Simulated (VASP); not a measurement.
# PIr2 (I4/mmm) in VASP: a series of runs, part 2 of 2

VASP 6.6.1. Earlier steps stand in the parts before.

## (4) Single point, LDA (equal xx and yy strain of +1 %)

INCAR reads:

```
SYSTEM = PIr2
PREC     = Accurate       ! precision mode
ENCUT    = 520            ! plane-wave cutoff, eV
EDIFF    = 1E-6           ! SCF threshold, eV
ISMEAR   = -1             ! smearing method
SIGMA    = 0.05           ! smearing width, eV
LREAL    = .FALSE.        ! projectors in reciprocal space
LASPH    = .TRUE.         ! aspherical terms in the spheres
NELM     = 100            ! most SCF steps
ALGO     = Normal         ! electronic algorithm
ISIF     = 2              ! what is computed and relaxed
LWAVE    = .FALSE.        ! write WAVECAR
LCHARG   = .TRUE.         ! write CHGCAR
LELF     = .TRUE.         ! ELF
LVHAR    = .TRUE.       
NBANDS   = 18             ! bands
```

KPOINTS reads:

```
Automatic mesh
0
G
  11 11 11
  0 0 0
```

POSCAR reads:

```
PIr2
1.0
    0.0000000000      2.7951750000      2.7675000000
    2.7951750000      0.0000000000      2.7675000000
    2.7951750000      2.7951750000      0.0000000000
P Ir
1 2
Direct
    0.0000000000      0.0000000000      0.0000000000
    0.2500000000      0.2500000000      0.2500000000
    0.7500000000      0.7500000000      0.7500000000
```

Potentials or basis: VASP PAW LDA potentials, release 64 (P, Ir).

The run is started by

```sh
$ cat potpaw_LDA.64/P/POTCAR potpaw_LDA.64/Ir/POTCAR > POTCAR
$ mpirun -np 1 vasp_std > vasp.out
```

OUTCAR:

```text
SYSTEM = PIr2
   PREC = Accurate
   ENCUT = 520
   EDIFF = 1E-6
   ISMEAR = -1
   LREAL = .FALSE.
   LASPH = .TRUE.
   NELM = 100
   ISIF = 2

 ion  position               nearest neighbor table
   1  0.000  0.000  0.000-   3 2.41   2 2.41   3 2.41   2 2.41   3 2.41   3 2.41   2 2.41   2 2.41

   2  0.250  0.250  0.250-   1 2.41   1 2.41   1 2.41   1 2.41   3 2.77   3 2.77   3 2.80   3 2.80
                             3 2.80   3 2.80
   3  0.750  0.750  0.750-   1 2.41   1 2.41   1 2.41   1 2.41   2 2.77   2 2.77   2 2.80   2 2.80
                             2 2.80   2 2.80

  LATTYP: Found a body centered tetragonal cell.
 ALAT       =     3.9529743942
 C/A-ratio  =     1.4002114479

  Lattice vectors:

 A1 = (   0.0000000000,  -2.7951750000,  -2.7675000000)
 A2 = (   0.0000000000,   2.7951750000,  -2.7675000000)
 A3 = (   2.7951750000,   0.0000000000,   2.7675000000)

Analysis of symmetry for initial positions (statically):
=====================================================================
 Subroutine PRICEL returns:
 Original cell was already a primitive cell.

 Routine SETGRP: Setting up the symmetry group for a
 body centered tetragonal supercell.

 Subroutine GETGRP returns: Found 16 space group operations
 (whereof 16 operations were pure point group operations)
 out of a pool of 16 trial point group operations.

The static configuration has the point symmetry D_4h.

Analysis of symmetry for dynamics (positions and initial velocities):
=====================================================================
 Subroutine PRICEL returns:
 Original cell was already a primitive cell.

 Routine SETGRP: Setting up the symmetry group for a
 body centered tetragonal supercell.

 Subroutine GETGRP returns: Found 16 space group operations
 (whereof 16 operations were pure point group operations)
 out of a pool of 16 trial point group operations.

The dynamic configuration has the point symmetry D_4h.

 Subroutine INISYM returns: Found 16 space group operations
 (whereof 16 operations are pure point group operations),
 and found     1 'primitive' translations

----------------------------------------------------------------------------------------

                                     Primitive cell

  volume of cell :      43.2450

  direct lattice vectors                    reciprocal lattice vectors
     0.000000000  2.795175000  2.767500000    -0.178879677  0.178879677  0.180668473
     2.795175000  0.000000000  2.767500000     0.178879677 -0.178879677  0.180668473
     2.795175000  2.795175000  0.000000000     0.178879677  0.178879677 -0.180668473

  length of vectors
     3.933453893  3.933453893  3.952974394     0.310864882  0.310864882  0.310864882

  position of ions in fractional coordinates (direct lattice)
     0.000000000  0.000000000  0.000000000
     0.250000000  0.250000000  0.250000000
     0.750000000  0.750000000  0.750000000

  ion indices of the primitive-cell ions
   primitive index   ion index
                 1           1
                 2           2
                 3           3

----------------------------------------------------------------------------------------

 KPOINTS: Automatic mesh

Automatic generation of k-mesh.
 Grid dimensions read from file:
 generate k-points for:   11   11   11

 Generating k-lattice:

  Cartesian coordinates                     Fractional coordinates (reciprocal lattice)
    -0.016261789  0.016261789  0.016424407     0.090909091  0.000000000  0.000000000
     0.016261789 -0.016261789  0.016424407     0.000000000  0.090909091  0.000000000
     0.016261789  0.016261789 -0.016424407    -0.000000000 -0.000000000  0.090909091

  Length of vectors
     0.028260444  0.028260444  0.028260444

  Shift w.r.t. Gamma in fractional coordinates (k-lattice)
     0.000000000  0.000000000  0.000000000

 Subroutine IBZKPT returns following result:
 ===========================================

 Found    126 irreducible k-points:

 Following reciprocal coordinates:
            Coordinates               Weight
  0.000000  0.000000  0.000000      1.000000
  0.090909 -0.000000  0.000000      8.000000
  0.181818 -0.000000  0.000000      8.000000
  0.272727 -0.000000  0.000000      8.000000
  0.363636 -0.000000  0.000000      8.000000
  0.454545 -0.000000  0.000000      8.000000
[... 16 lines left out ...]
 -0.272727  0.181818  0.000000      8.000000
 -0.181818  0.181818  0.000000      4.000000
 [... further k-points ...]
   k-points           NKPTS =    126   k-points in BZ     NKDIM =    126   number of bands    NBANDS=     18
   number of dos      NEDOS =    301   number of ions     NIONS =      3
   total plane-waves  NPLWV =  27000
   dimension x,y,z NGX =    30 NGY =   30 NGZ =   30
   dimension x,y,z NGXF=    60 NGYF=   60 NGZF=   60
   ions per type =               1   2
   NGX,Y,Z   is equivalent  to a cutoff of  12.68, 12.68, 12.62 a.u.
   NGXF,Y,Z  is equivalent  to a cutoff of  25.36, 25.36, 25.23 a.u.
 SYSTEM =  PIr2
   PREC   = accura    normal or accurate (medium, high low for compatibility)
   ISTART =      0    job   : 0-new  1-cont  2-samecut
   ICHARG =      2    charge: 1-file 2-atom 10-const
   ISPIN  =      1    spin polarized calculation?
   LNONCOLLINEAR =      F non collinear calculations
   LSORBIT =      F    spin-orbit coupling
   LASPH  =      T    aspherical Exc in radial PAW
   ENCUT  =  520.0 eV  38.22 Ry    6.18 a.u.   7.31  7.31  7.35*2*pi/ulx,y,z
   NELM   =    100;   NELMIN=  2; NELMDL= -5     # of ELM steps
   EDIFF  = 0.1E-05   stopping-criterion for ELM
   LREAL  =      F    real-space projection
   EDIFFG = 0.1E-04   stopping-criterion for IOM
   NSW    =      0    number of steps for IOM
   IBRION =     -1    ionic relax: 0-MD 1-quasi-New 2-CG
   NFREE  =      0    steps in history (QN), initial steepest desc. (CG)
   ISIF   =      2    stress and relaxation
   ISYM   =      2    0-nonsym 1-usesym 2-fastsym
   POTIM  = 0.5000    time-step for ionic-motion
   TEBEG  =    0.0;   TEEND  =   0.0 temperature during run
   PSTRESS=    0.0 pullay stress
   NELECT =      23.0000    total number of electrons
   NUPDOWN=      -1.0000    fix difference up-down
   EMIN   =  10.00;   EMAX   =-10.00  energy-range for DOS
   EFERMI =   0.00;   METHOD = LEGACY
   ISMEAR =    -1;   SIGMA  =   0.05  broadening in eV -4-tet -1-fermi 0-gaus
   EFERMI_NEDOS =   21; number of points for ismear=-14 and -15
   IALGO  =     38    algorithm
   IMIX   =      4    mixing-type and parameters
     AMIX     =   0.40;   BMIX     =  1.00
     AMIX_MAG =   1.60;   BMIX_MAG =  1.00
  volume/ion in A,a.u.               =      14.41        97.28
  Fermi-wavevector in a.u.,A,eV,Ry     =   1.326393  2.506519 23.936981  1.759318
  Thomas-Fermi vector in A             =   2.455783
   LORBIT       =      0    0 simple, 1 ext, 2 COOP (PROOUT), +10 PAW based schemes
   GGA     = CA    functional components
   LHFCALC =     F    Hartree Fock is set to
   AEXX    =    0.0000 exact exchange contribution
   IVDW    =     0    specifies the selected vdW correction
   LEPSILON=     F    determine dielectric tensor
   LRPA    =     F    only Hartree local field effects (RPA)
 non-spin polarized calculation
  energy-cutoff  :      520.00
  volume of cell :       43.24
 maximum number of plane-waves:      1195
 NGX is ok and might be reduce to    30
   NGX = 15   NGY = 15   NGZ = 15

 number of electron      22.9999999 magnetization

 Free energy of the ion-electron system (eV)
  ---------------------------------------------------
  ext. energy  EPLUGINS =         0.00000000
  ---------------------------------------------------
  free energy    TOTEN  =       -28.00203056 eV

  energy without entropy =      -27.99626890  energy(sigma->0) =      -27.99914973

 E-fermi :   9.6130     XC(G=0): -13.0231

 val. band max:        9.6115448176   @ k =  -0.0909   0.2727   0.1818
 cond. band min:       9.6279568944   @ k =   0.2727   0.0909   0.0000
 fundamental gap:      0.0164120768
 Fermi energy:         9.6130023071

 k-point     1 :       0.0000    0.0000    0.0000
  band No.  band energies     occupation
      1      -4.7241      2.00000
      2       2.1277      2.00000
      3       2.1277      2.00000
      4       2.1763      2.00000
      5       3.7381      2.00000
      6       3.7555      2.00000
[... 10 lines left out ...]
     17      14.5132      0.00000
     18      14.5738      0.00000
[... 463 lines left out ...]
 k-point    24 :      -0.1818    0.1818    0.0000
  band No.  band energies     occupation
      1      -3.7989      2.00000
      2       1.8095      2.00000
      3       2.6471      2.00000
      4       3.0326      2.00000
      5       4.3706      2.00000
      6       4.8661      2.00000
[... 10 lines left out ...]
     17      16.4621      0.00000
     18      18.5087      0.00000

 [... further k-points ...]
[... 5 lines left out ...]
  --------------------------------------------------------------------------------------
  -------------------------------------------------------------------------------------
  Total       -2.7440430     -2.7440430     -1.5039892      0.0000000     -0.0000000      0.0000000
  in kB     -101.6636874   -101.6636874    -55.7210986      0.0000000     -0.0000000      0.0000000
  external PRESSURE =     -86.3494911 kB  Pullay stress =       0.0000000 kB

 VOLUME and BASIS-vectors are now :
 -----------------------------------------------------------------------------
  energy-cutoff  :      520.00
  volume of cell :       43.24
      direct lattice vectors                 reciprocal lattice vectors
     0.000000000  2.795175000  2.767500000    -0.178879677  0.178879677  0.180668473
     2.795175000  0.000000000  2.767500000     0.178879677 -0.178879677  0.180668473
     2.795175000  2.795175000  0.000000000     0.178879677  0.178879677 -0.180668473

 POSITION                                       TOTAL-FORCE (eV/Angst)
 -----------------------------------------------------------------------------------
      0.00000      0.00000      0.00000         0.000000     -0.000000      0.000000
      1.39759      1.39759      1.38375         0.000000      0.000000     -0.000000
      4.19276      4.19276      4.15125        -0.000000     -0.000000      0.000000
 -----------------------------------------------------------------------------------
    total drift:                               -0.000000      0.000000      0.000000

  FREE ENERGIE OF THE ION-ELECTRON SYSTEM (eV)
  ---------------------------------------------------
  free  energy   TOTEN  =       -28.0020305604 eV

  energy  without entropy=      -27.9962688982  energy(sigma->0) =      -27.99914973
```

Run time: 40 s. Hardware: 1 thread of Intel Xeon 6975P-C (Granite Rapids), shared host; peak memory 0.22 GiB.

What came out:

```yaml
Free_energy: -28.0020 eV
Pressure: -8.6 GPa
```

Levels at points of the mesh, in eV from the Fermi level:
```tsv
k point	band 10	band 11	band 12	band 13	band 14	band 15
(0.00, 0.00, 0.00)	0.30	1.42	1.54	4.20	4.20	4.37
```

Caveat: the cell differs from its parent crystal (equal xx and yy strain of +1 %); spin-orbit coupling is left out, which moves the levels of the heavy elements.

## (5) The runs side by side

| cell | gap on the mesh (eV) | pressure (GPa) |
| --- | --- | --- |
| a = 3.875, b = 3.875, c = 3.836 Å, angles 60.3, 60.3, 59.3°, 3 atoms | none | 10.7 |
| a = 3.894, b = 3.894, c = 3.875 Å, angles 60.2, 60.2, 59.7°, 3 atoms | none | 3.5 |
| a = 3.933, b = 3.933, c = 3.953 Å, angles 59.8, 59.8, 60.3°, 3 atoms | none | -8.6 |

Alike in all rows: task single point; level LDA; potentials or basis VASP PAW LDA potentials, release 64 (P, Ir); no spin polarisation; k mesh 11 × 11 × 11; cutoff (eV) 520; smearing fermi-dirac 0.05 eV.

Caveats: spin-orbit coupling is left out, which moves the levels of the heavy elements.

Absolute energies hang on the potentials; compare differences alone.
